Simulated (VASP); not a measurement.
# Ca3SiS (Pm-3m) in VASP: further runs

Ca3SiS is run at these levels: PBE; tasks: single point, relaxation of cell and atoms.

All numbers are computed with VASP 6.6.1; they aren't measurements. Logs are shortened: lines on timing, memory, paths and dates and some standing lists are left out, and cuts for length are marked.

## Step 1: The cell of the first run

It takes space group Pm-3m (No. 221, cubic). Conventional cell: a = 5.505 Å, b = 5.505 Å, c = 5.505 Å, α = 90.00°, β = 90.00°, γ = 90.00°. Within 3.6 Å of Ca (site symmetry 4/mmm) lie 2 Si at 2.75 Å. Si (site symmetry m-3m) has 6 Ca at 2.75 Å within 3.6 Å. Within 5.1 Å of S (site symmetry m-3m) lie 12 Ca at 3.89 Å and 8 Si at 4.77 Å.

## Step 2: Single point, PBE

Contents of INCAR:

```
ALGO = Normal
EDIFF = 1E-6
ENCUT = 500
GGA = PE
GGA_COMPAT = F
ISIF = 2
ISMEAR = 0
LASPH = T
LCHARG = F
LREAL = F
LWAVE = F
NBANDS = 28
NELM = 120
PREC = Accurate
SIGMA = 0.1
```

Contents of KPOINTS:

```
k-points
0
Gamma
  4 4 4
```

Contents of POSCAR:

```
Ca3SiS
1.0
    5.5049627632      0.0000000000      0.0000000000
    0.0000000000      5.5049627632      0.0000000000
    0.0000000000      0.0000000000      5.5049627632
Ca Si S
3 1 1
Direct
    0.0000000000      0.5000000000      0.5000000000
    0.5000000000      0.0000000000      0.5000000000
    0.5000000000      0.5000000000      0.0000000000
    0.5000000000      0.5000000000      0.5000000000
    0.0000000000      0.0000000000      0.0000000000
```

Potentials or basis: VASP PAW PBE potentials, release 64 (Ca_sv, Si, S).

The run is started by

```
> cat potpaw_PBE.64/Ca_sv/POTCAR potpaw_PBE.64/Si/POTCAR potpaw_PBE.64/S/POTCAR > POTCAR
> mpirun -np 1 vasp_std > vasp.out
```

OUTCAR:

```text
EDIFF = 1E-6
   ENCUT = 500
   GGA = PE
   ISIF = 2
   ISMEAR = 0
   LASPH = T
   LREAL = F
   NELM = 120
   PREC = Accurate

 ion  position               nearest neighbor table
   1  0.000  0.500  0.500-   4 2.75   4 2.75
   2  0.500  0.000  0.500-   4 2.75   4 2.75
   3  0.500  0.500  0.000-   4 2.75   4 2.75
   4  0.500  0.500  0.500-   1 2.75   2 2.75   3 2.75   3 2.75   2 2.75   1 2.75
   5  0.000  0.000  0.000-

  LATTYP: Found a simple cubic cell.
 ALAT       =     5.5049627632

  Lattice vectors:

 A1 = (   5.5049627632,   0.0000000000,   0.0000000000)
 A2 = (   0.0000000000,   5.5049627632,   0.0000000000)
 A3 = (   0.0000000000,   0.0000000000,   5.5049627632)

Analysis of symmetry for initial positions (statically):
=====================================================================
 Subroutine PRICEL returns:
 Original cell was already a primitive cell.

 Routine SETGRP: Setting up the symmetry group for a
 simple cubic supercell.

 Subroutine GETGRP returns: Found 48 space group operations
 (whereof 48 operations were pure point group operations)
 out of a pool of 48 trial point group operations.

The static configuration has the point symmetry O_h .

Analysis of symmetry for dynamics (positions and initial velocities):
=====================================================================
 Subroutine PRICEL returns:
 Original cell was already a primitive cell.

 Routine SETGRP: Setting up the symmetry group for a
 simple cubic supercell.

 Subroutine GETGRP returns: Found 48 space group operations
 (whereof 48 operations were pure point group operations)
 out of a pool of 48 trial point group operations.

The dynamic configuration has the point symmetry O_h .

 Subroutine INISYM returns: Found 48 space group operations
 (whereof 48 operations are pure point group operations),
 and found     1 'primitive' translations

----------------------------------------------------------------------------------------

                                     Primitive cell

  volume of cell :     166.8258

  direct lattice vectors                    reciprocal lattice vectors
     5.504962763  0.000000000  0.000000000     0.181654271  0.000000000  0.000000000
     0.000000000  5.504962763  0.000000000     0.000000000  0.181654271  0.000000000
     0.000000000  0.000000000  5.504962763     0.000000000  0.000000000  0.181654271

  length of vectors
     5.504962763  5.504962763  5.504962763     0.181654271  0.181654271  0.181654271

  position of ions in fractional coordinates (direct lattice)
     0.000000000  0.500000000  0.500000000
     0.500000000  0.000000000  0.500000000
     0.500000000  0.500000000  0.000000000
     0.500000000  0.500000000  0.500000000
     0.000000000  0.000000000  0.000000000

  ion indices of the primitive-cell ions
   primitive index   ion index
                 1           1
                 2           2
                 3           3
                 4           4
                 5           5

----------------------------------------------------------------------------------------

 KPOINTS: k-points

Automatic generation of k-mesh.
 Grid dimensions read from file:
 generate k-points for:    4    4    4

 Generating k-lattice:

  Cartesian coordinates                     Fractional coordinates (reciprocal lattice)
     0.045413568  0.000000000  0.000000000     0.250000000  0.000000000  0.000000000
     0.000000000  0.045413568  0.000000000     0.000000000  0.250000000  0.000000000
     0.000000000  0.000000000  0.045413568     0.000000000  0.000000000  0.250000000

  Length of vectors
     0.045413568  0.045413568  0.045413568

  Shift w.r.t. Gamma in fractional coordinates (k-lattice)
     0.000000000  0.000000000  0.000000000

 Subroutine IBZKPT returns following result:
 ===========================================

 Found     10 irreducible k-points:

 Following reciprocal coordinates:
            Coordinates               Weight
  0.000000  0.000000  0.000000      1.000000
  0.250000  0.000000  0.000000      6.000000
  0.500000  0.000000  0.000000      3.000000
  0.250000  0.250000  0.000000     12.000000
  0.500000  0.250000  0.000000     12.000000
  0.500000  0.500000  0.000000      3.000000
  0.250000  0.250000  0.250000      8.000000
  0.500000  0.250000  0.250000     12.000000
  0.500000  0.500000  0.250000      6.000000
  0.500000  0.500000  0.500000      1.000000
   k-points           NKPTS =     10   k-points in BZ     NKDIM =     10   number of bands    NBANDS=     28
   number of dos      NEDOS =    301   number of ions     NIONS =      5
   total plane-waves  NPLWV =  64000
   dimension x,y,z NGX =    40 NGY =   40 NGZ =   40
   dimension x,y,z NGXF=    80 NGYF=   80 NGZF=   80
   ions per type =               3   1   1
   NGX,Y,Z   is equivalent  to a cutoff of  12.08, 12.08, 12.08 a.u.
   NGXF,Y,Z  is equivalent  to a cutoff of  24.16, 24.16, 24.16 a.u.
 SYSTEM =  unknown system
   PREC   = accura    normal or accurate (medium, high low for compatibility)
   ISTART =      0    job   : 0-new  1-cont  2-samecut
   ICHARG =      2    charge: 1-file 2-atom 10-const
   ISPIN  =      1    spin polarized calculation?
   LNONCOLLINEAR =      F non collinear calculations
   LSORBIT =      F    spin-orbit coupling
   LASPH  =      T    aspherical Exc in radial PAW
   ENCUT  =  500.0 eV  36.75 Ry    6.06 a.u.  10.04 10.04 10.04*2*pi/ulx,y,z
   NELM   =    120;   NELMIN=  2; NELMDL= -5     # of ELM steps
   EDIFF  = 0.1E-05   stopping-criterion for ELM
   LREAL  =      F    real-space projection
   EDIFFG = 0.1E-04   stopping-criterion for IOM
   NSW    =      0    number of steps for IOM
   IBRION =     -1    ionic relax: 0-MD 1-quasi-New 2-CG
   NFREE  =      0    steps in history (QN), initial steepest desc. (CG)
   ISIF   =      2    stress and relaxation
   ISYM   =      2    0-nonsym 1-usesym 2-fastsym
   POTIM  = 0.5000    time-step for ionic-motion
   TEBEG  =    0.0;   TEEND  =   0.0 temperature during run
   PSTRESS=    0.0 pullay stress
   NELECT =      40.0000    total number of electrons
   NUPDOWN=      -1.0000    fix difference up-down
   EMIN   =  10.00;   EMAX   =-10.00  energy-range for DOS
   EFERMI =   0.00;   METHOD = LEGACY
   ISMEAR =     0;   SIGMA  =   0.10  broadening in eV -4-tet -1-fermi 0-gaus
   EFERMI_NEDOS =   21; number of points for ismear=-14 and -15
   IALGO  =     38    algorithm
   IMIX   =      4    mixing-type and parameters
     AMIX     =   0.40;   BMIX     =  1.00
     AMIX_MAG =   1.60;   BMIX_MAG =  1.00
  volume/ion in A,a.u.               =      33.37       225.16
  Fermi-wavevector in a.u.,A,eV,Ry     =   1.017046  1.921938 14.073619  1.034382
  Thomas-Fermi vector in A             =   2.150424
   LORBIT       =      0    0 simple, 1 ext, 2 COOP (PROOUT), +10 PAW based schemes
   GGA     = PE    functional components
   LHFCALC =     F    Hartree Fock is set to
   AEXX    =    0.0000 exact exchange contribution
   IVDW    =     0    specifies the selected vdW correction
   LEPSILON=     F    determine dielectric tensor
   LRPA    =     F    only Hartree local field effects (RPA)
 non-spin polarized calculation
 Gauss-broadening in eV      SIGMA  =   0.10
  energy-cutoff  :      500.00
  volume of cell :      166.83
 maximum number of plane-waves:      4260
   NGX = 21   NGY = 21   NGZ = 21

 number of electron      40.0000010 magnetization

 Free energy of the ion-electron system (eV)
  ---------------------------------------------------
  ext. energy  EPLUGINS =         0.00000000
  ---------------------------------------------------
  free energy    TOTEN  =       -17.73031874 eV

  energy without entropy =      -17.72790836  energy(sigma->0) =      -17.72911355

 E-fermi :   2.3811     XC(G=0):  -7.9086

 val. band max:        2.3506655553   @ k =   0.0000   0.0000   0.0000
 cond. band min:       3.0378667453   @ k =   0.2500   0.0000   0.0000
 fundamental gap:      0.6872011900
 Fermi energy:         2.3811227621

 k-point     1 :       0.0000    0.0000    0.0000
  band No.  band energies     occupation
      1     -39.1602      2.00000
      2     -39.1444      2.00000
      3     -39.1444      2.00000
      4     -20.2551      2.00000
      5     -20.2551      2.00000
      6     -20.2551      2.00000
[... 20 lines left out ...]
     27       5.7015      0.00000
     28       5.7021      0.00000

 k-point     2 :       0.2500    0.0000    0.0000
  band No.  band energies     occupation
      1     -39.1582      2.00000
      2     -39.1464      2.00000
      3     -39.1444      2.00000
      4     -20.2493      2.00000
      5     -20.2493      2.00000
      6     -20.2490      2.00000
[... 20 lines left out ...]
     27       5.5051      0.00000
     28       5.7278      0.00000

 k-point     3 :       0.5000    0.0000    0.0000
  band No.  band energies     occupation
      1     -39.1549      2.00000
      2     -39.1496      2.00000
      3     -39.1444      2.00000
      4     -20.2423      2.00000
      5     -20.2403      2.00000
      6     -20.2403      2.00000
[... 20 lines left out ...]
     27       5.2673      0.00000
     28       5.4621      0.00000

 k-point     4 :       0.2500    0.2500    0.0000
  band No.  band energies     occupation
      1     -39.1564      2.00000
      2     -39.1470      2.00000
      3     -39.1455      2.00000
      4     -20.2596      2.00000
      5     -20.2442      2.00000
      6     -20.2393      2.00000
[... 20 lines left out ...]
     27       5.5103      0.00000
     28       5.6145      0.00000

 k-point     5 :       0.5000    0.2500    0.0000
  band No.  band energies     occupation
      1     -39.1533      2.00000
      2     -39.1496      2.00000
      3     -39.1459      2.00000
      4     -20.2636      2.00000
      5     -20.2374      2.00000
      6     -20.2365      2.00000
[... 20 lines left out ...]
     27       5.0415      0.00000
     28       5.3834      0.00000

 k-point     6 :       0.5000    0.5000    0.0000
  band No.  band energies     occupation
      1     -39.1496      2.00000
      2     -39.1495      2.00000
      3     -39.1495      2.00000
      4     -20.2754      2.00000
      5     -20.2339      2.00000
      6     -20.2339      2.00000
[... 20 lines left out ...]
     27       5.1869      0.00000
     28       5.1869      0.00000

 k-point     7 :       0.2500    0.2500    0.2500
  band No.  band energies     occupation
      1     -39.1549      2.00000
      2     -39.1470      2.00000
      3     -39.1470      2.00000
      4     -20.2630      2.00000
      5     -20.2534      2.00000
      6     -20.2534      2.00000
[... 20 lines left out ...]
     27       5.4154      0.00000
     28       5.4171      0.00000

 k-point     8 :       0.5000    0.2500    0.2500
  band No.  band energies     occupation
      1     -39.1522      2.00000
      2     -39.1495      2.00000
      3     -39.1469      2.00000
      4     -20.2651      2.00000
      5     -20.2608      2.00000
      6     -20.2563      2.00000
[... 20 lines left out ...]
     27       4.9912      0.00000
     28       5.1056      0.00000

 k-point     9 :       0.5000    0.5000    0.2500
  band No.  band energies     occupation
      1     -39.1496      2.00000
      2     -39.1495      2.00000
      3     -39.1495      2.00000
      4     -20.2753      2.00000
      5     -20.2628      2.00000
      6     -20.2628      2.00000
[... 20 lines left out ...]
     27       5.1469      0.00000
     28       5.1729      0.00000

 k-point    10 :       0.5000    0.5000    0.5000
  band No.  band energies     occupation
      1     -39.1495      2.00000
      2     -39.1495      2.00000
      3     -39.1495      2.00000
      4     -20.2751      2.00000
      5     -20.2751      2.00000
      6     -20.2751      2.00000
[... 20 lines left out ...]
     27       5.0147      0.00000
     28       5.5368      0.00000

------------------------ aborting loop because EDIFF is reached ----------------------------------------

  FORCE on cell =-STRESS in cart. coord.  units (eV):
  Direction    XX          YY          ZZ          XY          YZ          ZX
  --------------------------------------------------------------------------------------
  -------------------------------------------------------------------------------------
  Total        0.1399990      0.1399990      0.1399990      0.0000000      0.0000000     -0.0000000
  in kB        1.3445355      1.3445355      1.3445355      0.0000000      0.0000000     -0.0000000
  external PRESSURE =       1.3445355 kB  Pullay stress =       0.0000000 kB

 VOLUME and BASIS-vectors are now :
 -----------------------------------------------------------------------------
  energy-cutoff  :      500.00
  volume of cell :      166.83
      direct lattice vectors                 reciprocal lattice vectors
     5.504962763  0.000000000  0.000000000     0.181654271  0.000000000  0.000000000
     0.000000000  5.504962763  0.000000000     0.000000000  0.181654271  0.000000000
     0.000000000  0.000000000  5.504962763     0.000000000  0.000000000  0.181654271

 POSITION                                       TOTAL-FORCE (eV/Angst)
 -----------------------------------------------------------------------------------
      0.00000      2.75248      2.75248         0.000000      0.000000      0.000000
      2.75248      0.00000      2.75248         0.000000      0.000000      0.000000
      2.75248      2.75248      0.00000         0.000000      0.000000      0.000000
      2.75248      2.75248      2.75248         0.000000      0.000000      0.000000
      0.00000      0.00000      0.00000         0.000000      0.000000      0.000000
 -----------------------------------------------------------------------------------
    total drift:                               -0.000000     -0.000000     -0.000000

  FREE ENERGIE OF THE ION-ELECTRON SYSTEM (eV)
  ---------------------------------------------------
  free  energy   TOTEN  =       -17.7303187406 eV

  energy  without entropy=      -17.7279083642  energy(sigma->0) =      -17.72911355
```

Wall time 64 s (1 thread of Intel Xeon 8259CL, shared host); peak memory 0.25 GiB.

What came out:

```
Free energy            : -17.7303 eV
Pressure               : 0.1 GPa
Band gap on the k mesh : zero (filled and empty bands touch)
```

## Step 3: Relaxation of cell and atoms, PBE

This run uses another cell than the first one, of 26.75 Å³/atom, 0.802 times its volume.

Contents of INCAR:

```
ALGO = Normal
EDIFF = 1E-7
EDIFFG = -0.04
ENCUT = 500
GGA = PE
GGA_COMPAT = False
IBRION = 2
ISIF = 3
ISMEAR = 0
LASPH = True
LCHARG = False
LREAL = False
LWAVE = False
NELM = 120
NELMIN = 4
NSW = 90
PREC = Accurate
SIGMA = 0.1
```

KPOINTS is that of step 2.

Changes to POSCAR since step 2:

```diff
@@ -2,5 +2,5 @@
 1.0
-    5.5049627632      0.0000000000      0.0000000000
-    0.0000000000      5.5049627632      0.0000000000
-    0.0000000000      0.0000000000      5.5049627632
+    5.1142777000      0.0000000000      0.0000000000
+    0.0000000000      5.1142777000      0.0000000000
+    0.0000000000      0.0000000000      5.1142777000
 Ca Si S
```

Potentials or basis: VASP PAW PBE potentials, release 64 (Ca_sv, Si, S).

The run is started by

```
> cat potpaw_PBE.64/Ca_sv/POTCAR potpaw_PBE.64/Si/POTCAR potpaw_PBE.64/S/POTCAR > POTCAR
> mpirun -np 1 vasp_std > vasp.out
```

Wall time 2.7 min (1 thread of Intel Xeon 8259CL, shared host); peak memory 0.26 GiB.

The run converged. Its results:

- Free energy: -17.7222 eV
- Relaxed volume: 33.48 Å³/atom
- Relaxed cell: a = 5.512 Å, b = 5.512 Å, c = 5.512 Å, α = 90.00°, β = 90.00°, γ = 90.00°
- Space group after relaxing (to 0.05 Å): Pm-3m (No. 221)
- Energy gained by relaxing: 183.5 meV/atom
- Ionic steps: 3
- Pressure after relaxing: 0.0 GPa
- Band gap on the k mesh: zero (filled and empty bands touch)

Step by step:
```csv
step,energy change (eV),largest force (eV/Å),pressure (GPa),volume (Å³)
1,0.0000,0.0000,10.31,133.77
2,-0.9145,0.0000,-0.41,169.94
3,-0.9175,0.0000,0.04,167.42
```

Final structure:
```xyz
5
Lattice="5.5115 0.0000 0.0000 0.0000 5.5115 0.0000 0.0000 0.0000 5.5115" Properties=species:S:1:pos:R:3 pbc="T T T"
Ca    0.0000    2.7558    2.7558
Ca    2.7558    0.0000    2.7558
Ca    2.7558    2.7558    0.0000
Si    2.7558    2.7558    2.7558
S     0.0000    0.0000    0.0000
```

Levels at points of the mesh, in eV from the Fermi level:
```csv
k point,band 17,band 18,band 19,band 20,band 21,band 22,band 23,band 24
"(0.00, 0.00, 0.00)",-1.95,-0.32,-0.03,-0.03,-0.03,0.81,0.81,1.00
"(0.50, 0.00, 0.00)",-1.89,-1.89,-0.69,-0.69,1.24,1.27,1.65,1.89
"(0.50, 0.50, 0.00)",-1.88,-1.27,-1.27,-0.90,1.26,1.70,1.70,2.09
"(0.50, 0.50, 0.50)",-2.26,-2.22,-2.22,-2.22,1.82,2.25,2.25,2.25
```

Caveat: the volume moved by over 15 % at a fixed basis, so the end points are rough.

(Continued in part 2 of 2.)
